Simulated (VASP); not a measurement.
# InAs (Fm-3m) in VASP: single point with PBEsol

Aim: the single point of InAs with PBEsol.

All numbers are computed with VASP 6.6.1; they aren't measurements. Logs are shortened: lines on timing, memory, paths and dates and some standing lists are left out, and cuts for length are marked.

## Step 1: The cell of the first run

It takes space group Fm-3m (No. 225, cubic). The conventional cell has a = 5.201 Å, b = 5.201 Å, c = 5.201 Å, α = 90.00°, β = 90.00°, γ = 90.00°. In (site symmetry m-3m) has 6 As at 2.60 Å within 3.4 Å. Within 3.4 Å of As (site symmetry m-3m) lie 6 In at 2.60 Å.

## Step 2: Single point, PBEsol (strain -0.080 along x and y, -0.080 along z)

Contents of INCAR:

```
SYSTEM = InAs
PREC     = Accurate       ! precision mode
ENCUT    = 520            ! plane-wave cutoff, eV
EDIFF    = 1E-6           ! SCF threshold, eV
ISMEAR   = 0              ! smearing method
SIGMA    = 0.15           ! smearing width, eV
LREAL    = .FALSE.        ! projectors in reciprocal space
LASPH    = .TRUE.         ! aspherical terms in the spheres
NELM     = 80             ! most SCF steps
ALGO     = Normal         ! electronic algorithm
ISIF     = 2              ! what is computed and relaxed
LWAVE    = .FALSE.        ! write WAVECAR
LCHARG   = .FALSE.        ! write CHGCAR
GGA      = PS             ! functional
NBANDS   = 16             ! bands
```

Contents of KPOINTS:

```
Automatic mesh
0
G
  18 18 18
  0 0 0
```

Contents of POSCAR:

```
InAs
1.0
    0.0000000000      2.6003469188      2.6003469188
    2.6003469188      0.0000000000      2.6003469188
    2.6003469188      2.6003469188      0.0000000000
In As
1 1
Direct
    0.5000000000      0.5000000000      0.5000000000
    0.0000000000      0.0000000000      0.0000000000
```

Potentials or basis: VASP PAW PBE potentials, release 64 (In_d, As).

Command:

```console
$ cat potpaw_PBE.64/In_d/POTCAR potpaw_PBE.64/As/POTCAR > POTCAR
$ mpirun -np 1 vasp_std > vasp.out
```

OUTCAR:

```text
SYSTEM = InAs
   PREC = Accurate
   ENCUT = 520
   EDIFF = 1E-6
   ISMEAR = 0
   LREAL = .FALSE.
   LASPH = .TRUE.
   NELM = 80
   ISIF = 2
   GGA = PS

 ion  position               nearest neighbor table
   1  0.500  0.500  0.500-   2 2.60   2 2.60   2 2.60   2 2.60   2 2.60   2 2.60
   2  0.000  0.000  0.000-   1 2.60   1 2.60   1 2.60   1 2.60   1 2.60   1 2.60

  LATTYP: Found a face centered cubic cell.
 ALAT       =     5.2006938376

  Lattice vectors:

 A1 = (   0.0000000000,   2.6003469188,   2.6003469188)
 A2 = (   2.6003469188,   0.0000000000,   2.6003469188)
 A3 = (   2.6003469188,   2.6003469188,   0.0000000000)

Analysis of symmetry for initial positions (statically):
=====================================================================
 Subroutine PRICEL returns:
 Original cell was already a primitive cell.

 Routine SETGRP: Setting up the symmetry group for a
 face centered cubic supercell.

 Subroutine GETGRP returns: Found 48 space group operations
 (whereof 48 operations were pure point group operations)
 out of a pool of 48 trial point group operations.

The static configuration has the point symmetry O_h .

Analysis of symmetry for dynamics (positions and initial velocities):
=====================================================================
 Subroutine PRICEL returns:
 Original cell was already a primitive cell.

 Routine SETGRP: Setting up the symmetry group for a
 face centered cubic supercell.

 Subroutine GETGRP returns: Found 48 space group operations
 (whereof 48 operations were pure point group operations)
 out of a pool of 48 trial point group operations.

The dynamic configuration has the point symmetry O_h .

 Subroutine INISYM returns: Found 48 space group operations
 (whereof 48 operations are pure point group operations),
 and found     1 'primitive' translations

----------------------------------------------------------------------------------------

                                     Primitive cell

  volume of cell :      35.1661

  direct lattice vectors                    reciprocal lattice vectors
     0.000000000  2.600346919  2.600346919    -0.192282036  0.192282036  0.192282036
     2.600346919  0.000000000  2.600346919     0.192282036 -0.192282036  0.192282036
     2.600346919  2.600346919  0.000000000     0.192282036  0.192282036 -0.192282036

  length of vectors
     3.677445879  3.677445879  3.677445879     0.333042256  0.333042256  0.333042256

  position of ions in fractional coordinates (direct lattice)
     0.500000000  0.500000000  0.500000000
     0.000000000  0.000000000  0.000000000

  ion indices of the primitive-cell ions
   primitive index   ion index
                 1           1
                 2           2

----------------------------------------------------------------------------------------

 KPOINTS: Automatic mesh

Automatic generation of k-mesh.
 Grid dimensions read from file:
 generate k-points for:   18   18   18

 Generating k-lattice:

  Cartesian coordinates                     Fractional coordinates (reciprocal lattice)
    -0.010682335  0.010682335  0.010682335     0.055555556  0.000000000  0.000000000
     0.010682335 -0.010682335  0.010682335     0.000000000  0.055555556  0.000000000
     0.010682335  0.010682335 -0.010682335     0.000000000  0.000000000  0.055555556

  Length of vectors
     0.018502348  0.018502348  0.018502348

  Shift w.r.t. Gamma in fractional coordinates (k-lattice)
     0.000000000  0.000000000  0.000000000

 Subroutine IBZKPT returns following result:
 ===========================================

 Found    195 irreducible k-points:

 Following reciprocal coordinates:
            Coordinates               Weight
  0.000000  0.000000  0.000000      1.000000
  0.055556  0.000000  0.000000      8.000000
  0.111111  0.000000  0.000000      8.000000
  0.166667  0.000000  0.000000      8.000000
  0.222222  0.000000  0.000000      8.000000
  0.277778  0.000000  0.000000      8.000000
[... 16 lines left out ...]
 -0.277778  0.055556  0.000000     24.000000
 -0.222222  0.055556  0.000000     24.000000
 [... further k-points ...]
   k-points           NKPTS =    195   k-points in BZ     NKDIM =    195   number of bands    NBANDS=     16
   number of dos      NEDOS =    301   number of ions     NIONS =      2
   total plane-waves  NPLWV =  21952
   dimension x,y,z NGX =    28 NGY =   28 NGZ =   28
   dimension x,y,z NGXF=    56 NGYF=   56 NGZF=   56
   ions per type =               1   1
   NGX,Y,Z   is equivalent  to a cutoff of  12.66, 12.66, 12.66 a.u.
   NGXF,Y,Z  is equivalent  to a cutoff of  25.32, 25.32, 25.32 a.u.
 SYSTEM =  InAs
   PREC   = accura    normal or accurate (medium, high low for compatibility)
   ISTART =      0    job   : 0-new  1-cont  2-samecut
   ICHARG =      2    charge: 1-file 2-atom 10-const
   ISPIN  =      1    spin polarized calculation?
   LNONCOLLINEAR =      F non collinear calculations
   LSORBIT =      F    spin-orbit coupling
   LASPH  =      T    aspherical Exc in radial PAW
   ENCUT  =  520.0 eV  38.22 Ry    6.18 a.u.   6.84  6.84  6.84*2*pi/ulx,y,z
   NELM   =     80;   NELMIN=  2; NELMDL= -5     # of ELM steps
   EDIFF  = 0.1E-05   stopping-criterion for ELM
   LREAL  =      F    real-space projection
   EDIFFG = 0.1E-04   stopping-criterion for IOM
   NSW    =      0    number of steps for IOM
   IBRION =     -1    ionic relax: 0-MD 1-quasi-New 2-CG
   NFREE  =      0    steps in history (QN), initial steepest desc. (CG)
   ISIF   =      2    stress and relaxation
   ISYM   =      2    0-nonsym 1-usesym 2-fastsym
   POTIM  = 0.5000    time-step for ionic-motion
   TEBEG  =    0.0;   TEEND  =   0.0 temperature during run
   PSTRESS=    0.0 pullay stress
   NELECT =      18.0000    total number of electrons
   NUPDOWN=      -1.0000    fix difference up-down
   EMIN   =  10.00;   EMAX   =-10.00  energy-range for DOS
   EFERMI =   0.00;   METHOD = LEGACY
   ISMEAR =     0;   SIGMA  =   0.15  broadening in eV -4-tet -1-fermi 0-gaus
   EFERMI_NEDOS =   21; number of points for ismear=-14 and -15
   IALGO  =     38    algorithm
   IMIX   =      4    mixing-type and parameters
     AMIX     =   0.40;   BMIX     =  1.00
     AMIX_MAG =   1.60;   BMIX_MAG =  1.00
  volume/ion in A,a.u.               =      17.58       118.66
  Fermi-wavevector in a.u.,A,eV,Ry     =   1.309557  2.474704 23.333166  1.714939
  Thomas-Fermi vector in A             =   2.440148
   LORBIT       =      0    0 simple, 1 ext, 2 COOP (PROOUT), +10 PAW based schemes
   GGA     = PS    functional components
   LHFCALC =     F    Hartree Fock is set to
   AEXX    =    0.0000 exact exchange contribution
   IVDW    =     0    specifies the selected vdW correction
   LEPSILON=     F    determine dielectric tensor
   LRPA    =     F    only Hartree local field effects (RPA)
 non-spin polarized calculation
 Gauss-broadening in eV      SIGMA  =   0.15
  energy-cutoff  :      520.00
  volume of cell :       35.17
 maximum number of plane-waves:       962
   NGX = 13   NGY = 13   NGZ = 13

 number of electron      18.0000007 magnetization

 Free energy of the ion-electron system (eV)
  ---------------------------------------------------
  ext. energy  EPLUGINS =         0.00000000
  ---------------------------------------------------
  free energy    TOTEN  =        -7.40443940 eV

  energy without entropy =       -7.39525799  energy(sigma->0) =       -7.39984869

 E-fermi :   9.7409     XC(G=0): -11.6920

 val. band max:        9.7376200347   @ k =   0.5000   0.3333   0.0556
 cond. band min:       9.7614861029   @ k =  -0.1667   0.0556   0.0000
 fundamental gap:      0.0238660682
 Fermi energy:         9.7408575118

 k-point     1 :       0.0000    0.0000    0.0000
  band No.  band energies     occupation
      1      -5.1468      2.00000
      2      -5.1468      2.00000
      3      -5.1132      2.00000
      4      -5.1132      2.00000
      5      -5.1132      2.00000
      6      -4.9282      2.00000
[... 8 lines left out ...]
     15      18.7941      0.00000
     16      18.7941      0.00000

 k-point     2 :       0.0556    0.0000    0.0000
  band No.  band energies     occupation
      1      -5.1506      2.00000
      2      -5.1506      2.00000
      3      -5.1144      2.00000
      4      -5.1098      2.00000
      5      -5.1098      2.00000
      6      -4.8798      2.00000
[... 8 lines left out ...]
     15      18.4338      0.00000
     16      18.4338      0.00000

 k-point     3 :       0.1111    0.0000    0.0000
  band No.  band energies     occupation
      1      -5.1632      2.00000
      2      -5.1632      2.00000
      3      -5.1194      2.00000
      4      -5.0980      2.00000
      5      -5.0980      2.00000
      6      -4.7335      2.00000
[... 8 lines left out ...]
     15      18.0633      0.00000
     16      18.2421      0.00000

 k-point     4 :       0.1667    0.0000    0.0000
  band No.  band energies     occupation
      1      -5.1842      2.00000
      2      -5.1842      2.00000
      3      -5.1286      2.00000
      4      -5.0783      2.00000
      5      -5.0783      2.00000
      6      -4.4910      2.00000
[... 8 lines left out ...]
     15      18.2789      0.00000
     16      18.2789      0.00000
[... 324 lines left out ...]
 k-point    22 :      -0.3333    0.0556    0.0000
  band No.  band energies     occupation
      1      -5.2797      2.00000
      2      -5.2791      2.00000
      3      -5.1634      2.00000
      4      -5.0001      2.00000
      5      -4.9935      2.00000
      6      -3.0414      2.00000
[... 8 lines left out ...]
     15      20.0160      0.00000
     16      21.7502      0.00000

 k-point    23 :      -0.2778    0.0556    0.0000
  band No.  band energies     occupation
      1      -5.2574      2.00000
      2      -5.2517      2.00000
      3      -5.1526      2.00000
      4      -5.0256      2.00000
      5      -5.0160      2.00000
      6      -3.5304      2.00000
[... 8 lines left out ...]
     15      19.1748      0.00000
     16      20.8144      0.00000

 k-point    24 :      -0.2222    0.0556    0.0000
  band No.  band energies     occupation
      1      -5.2316      2.00000
      2      -5.2218      2.00000
      3      -5.1407      2.00000
      4      -5.0522      2.00000
      5      -5.0419      2.00000
      6      -3.9690      2.00000
[... 8 lines left out ...]
     15      18.4650      0.00000
     16      19.9822      0.00000

 [... further k-points ...]
[... 5 lines left out ...]
  --------------------------------------------------------------------------------------
  -------------------------------------------------------------------------------------
  Total        7.2641068      7.2641068      7.2641068      0.0000000     -0.0000000      0.0000000
  in kB      330.9549860    330.9549860    330.9549860      0.0000000     -0.0000000      0.0000000
  external PRESSURE =     330.9549860 kB  Pullay stress =       0.0000000 kB

 VOLUME and BASIS-vectors are now :
 -----------------------------------------------------------------------------
  energy-cutoff  :      520.00
  volume of cell :       35.17
      direct lattice vectors                 reciprocal lattice vectors
     0.000000000  2.600346919  2.600346919    -0.192282036  0.192282036  0.192282036
     2.600346919  0.000000000  2.600346919     0.192282036 -0.192282036  0.192282036
     2.600346919  2.600346919  0.000000000     0.192282036  0.192282036 -0.192282036

 POSITION                                       TOTAL-FORCE (eV/Angst)
 -----------------------------------------------------------------------------------
      2.60035      2.60035      2.60035        -0.000000      0.000000     -0.000000
      0.00000      0.00000      0.00000         0.000000     -0.000000      0.000000
 -----------------------------------------------------------------------------------
    total drift:                                0.000000      0.000000      0.000000

  FREE ENERGIE OF THE ION-ELECTRON SYSTEM (eV)
  ---------------------------------------------------
  free  energy   TOTEN  =        -7.4044393968 eV

  energy  without entropy=       -7.3952579923  energy(sigma->0) =       -7.39984869
```

It took 78 s on 1 thread of Intel Xeon Platinum 8124M at 3.00GHz (Skylake/Cascade Lake), shared host; peak memory 0.24 GiB.

What came out:

```
Free energy            : -7.4044 eV
Pressure               : 33.1 GPa
Band gap on the k mesh : zero (band 9 reaches 10.26 eV, above the bottom of band 10 at 7.05 eV)
```

Caveat: the cell differs from its parent crystal (strain -0.080 along x and y, -0.080 along z); the PAW data sets were made with another functional, which shifts forces and pressure a little; spin-orbit coupling is left out, which moves the levels of the heavy elements.
